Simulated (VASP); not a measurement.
# TiPt3 (P4/mmm) in VASP: further runs

TiPt3 is run at these levels: PBEsol; tasks: electric field gradients.

Program: VASP 6.6.1. These are calculated values, not measurements. Logs are shortened: lines on timing, memory, paths and dates and some standing lists are left out, and cuts for length are marked.

### Step 1. The cell of the first run

It takes space group P4/mmm (No. 123, tetragonal). Conventional cell: a = 3.819 Å, b = 3.819 Å, c = 3.897 Å, α = 90.00°, β = 90.00°, γ = 90.00°. Within 3.6 Å of Ti (site symmetry 4/mmm) lie 12 Pt at 2.70 to 2.73 Å. Pt (site symmetry mmm) has 8 Pt at 2.70 to 2.73 Å and 4 Ti at 2.73 Å within 3.6 Å. Pt (site symmetry 4/mmm) has 4 Ti at 2.70 Å and 8 Pt at 2.73 Å within 3.6 Å.

### Step 2. Electric field gradients, PBEsol (equal xx and yy strain of -2 %)

The input, INCAR:

```
SYSTEM = TiPt3
ALGO     = Normal         ! electronic algorithm
EDIFF    = 1E-8           ! SCF threshold, eV
ENCUT    = 520            ! plane-wave cutoff, eV
GGA      = PS             ! functional
ISIF     = 2              ! what is computed and relaxed
ISMEAR   = -1             ! smearing method
LASPH    = .True.         ! aspherical terms in the spheres
LCHARG   = .False.        ! write CHGCAR
LEFG     = .True.       
LREAL    = .False.        ! projectors in reciprocal space
LWAVE    = .False.        ! write WAVECAR
NBANDS   = 29             ! bands
NELM     = 60             ! most SCF steps
PREC     = Accurate       ! precision mode
SIGMA    = 0.05           ! smearing width, eV
```

The input, KPOINTS:

```
k-points
0
Gamma
  9 9 9
  0 0 0
```

The input, POSCAR:

```
TiPt3
1.0
    3.8190600000      0.0000000000      0.0000000000
    0.0000000000      3.8190600000      0.0000000000
    0.0000000000      0.0000000000      3.8970000000
Ti Pt
1 3
Direct
    0.0000000000      0.0000000000      0.0000000000
    0.0000000000      0.5000000000      0.5000000000
    0.5000000000      0.0000000000      0.5000000000
    0.5000000000      0.5000000000      0.0000000000
```

Potentials or basis: VASP PAW PBE potentials, release 64 (Ti_sv, Pt).

Started as:

```bash
$ cat potpaw_PBE.64/Ti_sv/POTCAR potpaw_PBE.64/Pt/POTCAR > POTCAR
$ mpirun -np 1 vasp_std > vasp.out
```

OUTCAR:

```text
SYSTEM = TiPt3
   EDIFF = 1E-8
   ENCUT = 520
   GGA = PS
   ISIF = 2
   ISMEAR = -1
   LASPH = .True.
   LREAL = .False.
   NELM = 60
   PREC = Accurate

 ion  position               nearest neighbor table
   1  0.000  0.000  0.000-   4 2.70   4 2.70   4 2.70   4 2.70   3 2.73   2 2.73   3 2.73   2 2.73
                             3 2.73   2 2.73   3 2.73   2 2.73
   2  0.000  0.500  0.500-   3 2.70   3 2.70   3 2.70   3 2.70   4 2.73   1 2.73   1 2.73   1 2.73
                             4 2.73   4 2.73   4 2.73   1 2.73
   3  0.500  0.000  0.500-   2 2.70   2 2.70   2 2.70   2 2.70   4 2.73   1 2.73   4 2.73   4 2.73
                             1 2.73   4 2.73   1 2.73   1 2.73
   4  0.500  0.500  0.000-   1 2.70   1 2.70   1 2.70   1 2.70   3 2.73   2 2.73   3 2.73   3 2.73
                             3 2.73   2 2.73   2 2.73   2 2.73

  LATTYP: Found a simple tetragonal cell.
 ALAT       =     3.8190600000
 C/A-ratio  =     1.0204081633

  Lattice vectors:

 A1 = (   3.8190600000,   0.0000000000,   0.0000000000)
 A2 = (   0.0000000000,   3.8190600000,   0.0000000000)
 A3 = (   0.0000000000,   0.0000000000,   3.8970000000)

Analysis of symmetry for initial positions (statically):
=====================================================================
 Subroutine PRICEL returns:
 Original cell was already a primitive cell.

 Routine SETGRP: Setting up the symmetry group for a
 simple tetragonal supercell.

 Subroutine GETGRP returns: Found 16 space group operations
 (whereof 16 operations were pure point group operations)
 out of a pool of 16 trial point group operations.

The static configuration has the point symmetry D_4h.

Analysis of symmetry for dynamics (positions and initial velocities):
=====================================================================
 Subroutine PRICEL returns:
 Original cell was already a primitive cell.

 Routine SETGRP: Setting up the symmetry group for a
 simple tetragonal supercell.

 Subroutine GETGRP returns: Found 16 space group operations
 (whereof 16 operations were pure point group operations)
 out of a pool of 16 trial point group operations.

The dynamic configuration has the point symmetry D_4h.

 Subroutine INISYM returns: Found 16 space group operations
 (whereof 16 operations are pure point group operations),
 and found     1 'primitive' translations

----------------------------------------------------------------------------------------

                                     Primitive cell

  volume of cell :      56.8386

  direct lattice vectors                    reciprocal lattice vectors
     3.819060000  0.000000000  0.000000000     0.261844538  0.000000000  0.000000000
     0.000000000  3.819060000  0.000000000     0.000000000  0.261844538  0.000000000
     0.000000000  0.000000000  3.897000000     0.000000000  0.000000000  0.256607647

  length of vectors
     3.819060000  3.819060000  3.897000000     0.261844538  0.261844538  0.256607647

  position of ions in fractional coordinates (direct lattice)
     0.000000000  0.000000000  0.000000000
     0.000000000  0.500000000  0.500000000
     0.500000000  0.000000000  0.500000000
     0.500000000  0.500000000  0.000000000

  ion indices of the primitive-cell ions
   primitive index   ion index
                 1           1
                 2           2
                 3           3
                 4           4

----------------------------------------------------------------------------------------

 KPOINTS: k-points

Automatic generation of k-mesh.
 Grid dimensions read from file:
 generate k-points for:    9    9    9

 Generating k-lattice:

  Cartesian coordinates                     Fractional coordinates (reciprocal lattice)
[... 39 lines left out ...]
  0.333333  0.111111  0.111111     16.000000
  0.444444  0.111111  0.111111     16.000000
 [... further k-points ...]
   k-points           NKPTS =     75   k-points in BZ     NKDIM =     75   number of bands    NBANDS=     29
   number of dos      NEDOS =    301   number of ions     NIONS =      4
   total plane-waves  NPLWV =  23520
   dimension x,y,z NGX =    28 NGY =   28 NGZ =   30
   dimension x,y,z NGXF=    56 NGYF=   56 NGZF=   60
   ions per type =               1   3
   NGX,Y,Z   is equivalent  to a cutoff of  12.19, 12.19, 12.80 a.u.
   NGXF,Y,Z  is equivalent  to a cutoff of  24.38, 24.38, 25.60 a.u.
 SYSTEM =  TiPt3
   PREC   = accura    normal or accurate (medium, high low for compatibility)
   ISTART =      0    job   : 0-new  1-cont  2-samecut
   ICHARG =      2    charge: 1-file 2-atom 10-const
   ISPIN  =      1    spin polarized calculation?
   LNONCOLLINEAR =      F non collinear calculations
   LSORBIT =      F    spin-orbit coupling
   LASPH  =      T    aspherical Exc in radial PAW
   ENCUT  =  520.0 eV  38.22 Ry    6.18 a.u.   7.10  7.10  7.25*2*pi/ulx,y,z
   NELM   =     60;   NELMIN=  2; NELMDL= -5     # of ELM steps
   EDIFF  = 0.1E-07   stopping-criterion for ELM
   LREAL  =      F    real-space projection
   EDIFFG = 0.1E-06   stopping-criterion for IOM
   NSW    =      0    number of steps for IOM
   IBRION =     -1    ionic relax: 0-MD 1-quasi-New 2-CG
   NFREE  =      0    steps in history (QN), initial steepest desc. (CG)
   ISIF   =      2    stress and relaxation
   ISYM   =      2    0-nonsym 1-usesym 2-fastsym
   POTIM  = 0.5000    time-step for ionic-motion
   TEBEG  =    0.0;   TEEND  =   0.0 temperature during run
   PSTRESS=    0.0 pullay stress
   NELECT =      42.0000    total number of electrons
   NUPDOWN=      -1.0000    fix difference up-down
   EMIN   =  10.00;   EMAX   =-10.00  energy-range for DOS
   EFERMI =   0.00;   METHOD = LEGACY
   ISMEAR =    -1;   SIGMA  =   0.05  broadening in eV -4-tet -1-fermi 0-gaus
   EFERMI_NEDOS =   21; number of points for ismear=-14 and -15
   IALGO  =     38    algorithm
   IMIX   =      4    mixing-type and parameters
     AMIX     =   0.40;   BMIX     =  1.00
     AMIX_MAG =   1.60;   BMIX_MAG =  1.00
  volume/ion in A,a.u.               =      14.21        95.89
  Fermi-wavevector in a.u.,A,eV,Ry     =   1.480051  2.796892 29.804272  2.190552
  Thomas-Fermi vector in A             =   2.594133
   LORBIT       =      0    0 simple, 1 ext, 2 COOP (PROOUT), +10 PAW based schemes
   GGA     = PS    functional components
   LHFCALC =     F    Hartree Fock is set to
   AEXX    =    0.0000 exact exchange contribution
   IVDW    =     0    specifies the selected vdW correction
   LEPSILON=     F    determine dielectric tensor
   LRPA    =     F    only Hartree local field effects (RPA)
 non-spin polarized calculation
  energy-cutoff  :      520.00
  volume of cell :       56.84
 maximum number of plane-waves:      1548
   NGX = 15   NGY = 15   NGZ = 15

 number of electron      41.9999996 magnetization

 Free energy of the ion-electron system (eV)
  ---------------------------------------------------
  ext. energy  EPLUGINS =         0.00000000
  ---------------------------------------------------
  free energy    TOTEN  =       -32.66467487 eV

  energy without entropy =      -32.65342973  energy(sigma->0) =      -32.65905230

 E-fermi :  12.4578     XC(G=0): -13.6578

 val. band max:       12.4024185219   @ k =   0.4444   0.1111   0.1111
 cond. band min:      12.4593867232   @ k =   0.1111   0.1111   0.4444
 fundamental gap:      0.0569682013
 Fermi energy:        12.4577885503

 k-point     1 :       0.0000    0.0000    0.0000
  band No.  band energies     occupation
      1     -45.4398      2.00000
      2     -21.7791      2.00000
      3     -21.7748      2.00000
      4     -21.7748      2.00000
      5       1.7554      2.00000
      6       4.5547      2.00000
[... 757 lines left out ...]
     28      19.1377      0.00000
     29      19.6796      0.00000

 [... further k-points ...]
[... 5 lines left out ...]
  --------------------------------------------------------------------------------------
  -------------------------------------------------------------------------------------
  Total        4.8967210      4.8967210      3.3113608      0.0000000      0.0000000      0.0000000
  in kB      138.0297104    138.0297104     93.3412717      0.0000000      0.0000000      0.0000000
  external PRESSURE =     123.1335642 kB  Pullay stress =       0.0000000 kB

 VOLUME and BASIS-vectors are now :
 -----------------------------------------------------------------------------
  energy-cutoff  :      520.00
  volume of cell :       56.84
      direct lattice vectors                 reciprocal lattice vectors
     3.819060000  0.000000000  0.000000000     0.261844538  0.000000000  0.000000000
     0.000000000  3.819060000  0.000000000     0.000000000  0.261844538  0.000000000
     0.000000000  0.000000000  3.897000000     0.000000000  0.000000000  0.256607647

 POSITION                                       TOTAL-FORCE (eV/Angst)
 -----------------------------------------------------------------------------------
      0.00000      0.00000      0.00000         0.000000      0.000000      0.000000
      0.00000      1.90953      1.94850         0.000000      0.000000      0.000000
      1.90953      0.00000      1.94850         0.000000      0.000000      0.000000
      1.90953      1.90953      0.00000         0.000000      0.000000      0.000000
 -----------------------------------------------------------------------------------
    total drift:                                0.000000      0.000000      0.000000

  FREE ENERGIE OF THE ION-ELECTRON SYSTEM (eV)
  ---------------------------------------------------
  free  energy   TOTEN  =       -32.6646748681 eV

  energy  without entropy=      -32.6534297262  energy(sigma->0) =      -32.65905230

 Electric field gradients (V/A^2)
---------------------------------------------------------------------
 ion       V_xx      V_yy      V_zz      V_xy      V_xz      V_yz
---------------------------------------------------------------------
   1      -0.600    -0.600     1.200     0.000     0.000     0.000
   2     -72.363    22.413    49.950    -0.000    -0.000     0.000
   3      22.413   -72.363    49.950     0.000     0.000    -0.000
   4      35.119    35.119   -70.237     0.000    -0.000     0.000
---------------------------------------------------------------------

 Electric field gradients after diagonalization (V/A^2)
 (convention: |V_zz| > |V_xx| > |V_yy|)
----------------------------------------------------------------------
 ion       V_xx      V_yy      V_zz     asymmetry (V_yy - V_xx)/ V_zz
----------------------------------------------------------------------
   1      -0.600    -0.600     1.200       0.000
   2      49.950    22.413   -72.363       0.381
   3      49.950    22.413   -72.363       0.381
   4      35.119    35.119   -70.237       0.000
----------------------------------------------------------------------

           NMR quadrupolar parameters

 Cq : quadrupolar parameter    Cq=e*Q*V_zz/h
 eta: asymmetry parameters     (V_yy - V_xx)/ V_zz
 Q  : nuclear electric quadrupole moment in mb (millibarn)
----------------------------------------------------------------------
 ion       Cq(MHz)       eta       Q (mb)
----------------------------------------------------------------------
   1       0.003       0.000       1.000
   2      -0.175       0.381       1.000
   3      -0.175       0.381       1.000
   4      -0.170       0.000       1.000
----------------------------------------------------------------------
```

Run time: 81 s. Hardware: 1 thread of Intel Xeon Platinum 8488C (Sapphire Rapids), shared host; peak memory 0.24 GiB.

What came out:

| Property | Result |
| --- | --- |
| Free energy | -32.6647 eV |
| Pressure | 12.3 GPa |
| Band gap on the k mesh | zero (bands 21 and 22 overlap by 1.46 eV) |
| Largest electric field gradient by atom | Ti +1.2; Pt -72.4, -70.2 (each value once) V/Å² |

Levels at points of the mesh, in eV from the Fermi level:
```csv
k point,band 19,band 20,band 21,band 22,band 23,band 24
"(0.00, 0.00, 0.00)",0.01,0.22,1.25,1.46,1.52,1.66
```

Electric field gradients, principal values (V/Å²):
```tsv
atom	least	middle	greatest (by size)
1 Ti	-0.600	-0.600	1.200
2 Pt	22.413	49.950	-72.363
3 Pt	22.413	49.950	-72.363
4 Pt	35.119	35.119	-70.237
```

Caveat: the cell differs from its parent crystal (equal xx and yy strain of -2 %); the cell stands under pressure; without QUAD_EFG the Cq values of the log hold for a quadrupole moment of 1 mb, not for the nuclei; the PAW data sets were made with another functional, which shifts forces and pressure a little; spin-orbit coupling is left out, which moves the levels of the heavy elements.

### Step 3. Electric field gradients, PBEsol (equal xx and yy strain of +2 %)

The input, INCAR:

```
PREC = Accurate ; ENCUT = 520
EDIFF = 1E-8 ; ISMEAR = -1
SIGMA = 0.05 ; LREAL = False
LASPH = True ; NELM = 80
ALGO = Normal ; ISIF = 2
LWAVE = False ; LCHARG = False
GGA = PS ; LEFG = True
NBANDS = 29
```

The input, KPOINTS:

```
regular mesh
0
Gamma
  9 9 9
```

Changes to POSCAR since step 2:

```diff
@@ -2,4 +2,4 @@
 1.0
-    3.8190600000      0.0000000000      0.0000000000
-    0.0000000000      3.8190600000      0.0000000000
+    3.9749400000      0.0000000000      0.0000000000
+    0.0000000000      3.9749400000      0.0000000000
     0.0000000000      0.0000000000      3.8970000000
```

Potentials or basis: VASP PAW PBE potentials, release 64 (Ti_sv, Pt).

Started as:

```bash
$ cat potpaw_PBE.64/Ti_sv/POTCAR potpaw_PBE.64/Pt/POTCAR > POTCAR
$ mpirun -np 1 vasp_std > vasp.out
```

OUTCAR:

```text
PREC = Accurate
   ENCUT = 520
   EDIFF = 1E-8
   ISMEAR = -1
   LREAL = False
   LASPH = True
   NELM = 80
   ISIF = 2
   GGA = PS

 ion  position               nearest neighbor table
   1  0.000  0.000  0.000-   2 2.78   3 2.78   2 2.78   3 2.78   2 2.78   2 2.78   3 2.78   3 2.78
                             4 2.81   4 2.81   4 2.81   4 2.81
   2  0.000  0.500  0.500-   1 2.78   4 2.78   1 2.78   4 2.78   1 2.78   1 2.78   4 2.78   4 2.78
                             3 2.81   3 2.81   3 2.81   3 2.81
   3  0.500  0.000  0.500-   1 2.78   4 2.78   1 2.78   4 2.78   4 2.78   4 2.78   1 2.78   1 2.78
                             2 2.81   2 2.81   2 2.81   2 2.81
   4  0.500  0.500  0.000-   2 2.78   3 2.78   2 2.78   3 2.78   3 2.78   3 2.78   2 2.78   2 2.78
                             1 2.81   1 2.81   1 2.81   1 2.81

  LATTYP: Found a simple tetragonal cell.
 ALAT       =     3.9749400000
 C/A-ratio  =     0.9803921569

  Lattice vectors:

 A1 = (   3.9749400000,   0.0000000000,   0.0000000000)
 A2 = (   0.0000000000,   3.9749400000,   0.0000000000)
 A3 = (   0.0000000000,   0.0000000000,   3.8970000000)

Analysis of symmetry for initial positions (statically):
=====================================================================
 Subroutine PRICEL returns:
 Original cell was already a primitive cell.

[... 975 lines left out ...]
 -----------------------------------------------------------------------------------
    total drift:                                0.000000      0.000000     -0.000000

  FREE ENERGIE OF THE ION-ELECTRON SYSTEM (eV)
  ---------------------------------------------------
  free  energy   TOTEN  =       -32.6878015718 eV

  energy  without entropy=      -32.6760118396  energy(sigma->0) =      -32.68190671

 Electric field gradients (V/A^2)
---------------------------------------------------------------------
 ion       V_xx      V_yy      V_zz      V_xy      V_xz      V_yz
---------------------------------------------------------------------
   1       0.612     0.612    -1.225    -0.000     0.000     0.000
   2     -63.708    40.929    22.780    -0.000     0.000     0.000
   3      40.929   -63.708    22.780     0.000     0.000    -0.000
   4      32.161    32.161   -64.323     0.000     0.000    -0.000
---------------------------------------------------------------------

 Electric field gradients after diagonalization (V/A^2)
 (convention: |V_zz| > |V_xx| > |V_yy|)
----------------------------------------------------------------------
 ion       V_xx      V_yy      V_zz     asymmetry (V_yy - V_xx)/ V_zz
----------------------------------------------------------------------
   1       0.612     0.612    -1.225       0.000
   2      40.929    22.780   -63.708       0.285
   3      40.929    22.780   -63.708       0.285
   4      32.161    32.161   -64.323       0.000
----------------------------------------------------------------------

           NMR quadrupolar parameters

 Cq : quadrupolar parameter    Cq=e*Q*V_zz/h
 eta: asymmetry parameters     (V_yy - V_xx)/ V_zz
 Q  : nuclear electric quadrupole moment in mb (millibarn)
----------------------------------------------------------------------
 ion       Cq(MHz)       eta       Q (mb)
----------------------------------------------------------------------
   1      -0.003       0.000       1.000
   2      -0.154       0.285       1.000
   3      -0.154       0.285       1.000
   4      -0.156       0.000       1.000
----------------------------------------------------------------------
```

OSZICAR:

```text
N       E                     dE             d eps       ncg     rms          rms(c)
DAV:   1     0.367302335127E+03    0.36730E+03   -0.20888E+04  4350   0.155E+03
DAV:   2    -0.870785515606E+01   -0.37601E+03   -0.35761E+03  4575   0.397E+02
DAV:   3    -0.353532212117E+02   -0.26645E+02   -0.25179E+02  5463   0.996E+01
[... 11 lines left out ...]
DAV:  15    -0.326878016395E+02    0.25637E-05   -0.20459E-05  5890   0.296E-02    0.763E-03
DAV:  16    -0.326878015338E+02    0.10565E-06   -0.23942E-06  4905   0.124E-02    0.545E-04
DAV:  17    -0.326878015810E+02   -0.47227E-07   -0.77045E-08  5084   0.176E-03    0.426E-04
DAV:  18    -0.326878015707E+02    0.10390E-07   -0.37268E-09  2605   0.520E-04    0.129E-04
DAV:  19    -0.326878015718E+02   -0.10955E-08   -0.49342E-10  2320   0.147E-04
   1 F= -.32687802E+02 E0= -.32681907E+02  d E =-.117897E-01
```

stdout:

```text
POSCAR found type information on POSCAR TiPt
 POSCAR found :  2 types and       4 ions
 scaLAPACK will be used
 -----------------------------------------------------------------------------
|                                                                             |
|                                                                             |
|     You enforced a specific xc type in the INCAR file but a different       |
|     I HOPE YOU KNOW WHAT YOU ARE DOING!                                     |
|                                                                             |
 -----------------------------------------------------------------------------

 LDA part: xc-table for (Slater+PW92), standard interpolation
 POSCAR, INCAR and KPOINTS ok, starting setup
 FFT: planning ... GRIDC
 FFT: planning ... GRID_SOFT
 FFT: planning ... GRID
 WAVECAR not read
 entering main loop
ion   1

ion   2

ion   3

ion   4
```

Run time: 1.8 min. Hardware: 1 thread of Intel Xeon Platinum 8488C (Sapphire Rapids), shared host; peak memory 0.25 GiB.

What came out:

```
Free energy                             : -32.6878 eV
Pressure                                : -9.3 GPa
Band gap on the k mesh                  : zero (bands 21 and 22 overlap by 1.47 eV)
Largest electric field gradient by atom : Ti -1.2; Pt -63.7, -64.3 (each value once) V/Å²
```

Stress tensor (GPa, compression positive):
```
-10.34   0.00   0.00
  0.00 -10.34   0.00
  0.00   0.00  -7.29
```

Electric field gradients, principal values (V/Å²):
```tsv
atom	least	middle	greatest (by size)
1 Ti	0.612	0.612	-1.225
2 Pt	22.780	40.929	-63.708
3 Pt	22.780	40.929	-63.708
4 Pt	32.161	32.161	-64.323
```

Caveat: the cell differs from its parent crystal (equal xx and yy strain of +2 %); the cell stands under tension; without QUAD_EFG the Cq values of the log hold for a quadrupole moment of 1 mb, not for the nuclei; the PAW data sets were made with another functional, which shifts forces and pressure a little; spin-orbit coupling is left out, which moves the levels of the heavy elements.

The gap in the log of VASP goes by the Fermi energy; the results here count the filled bands.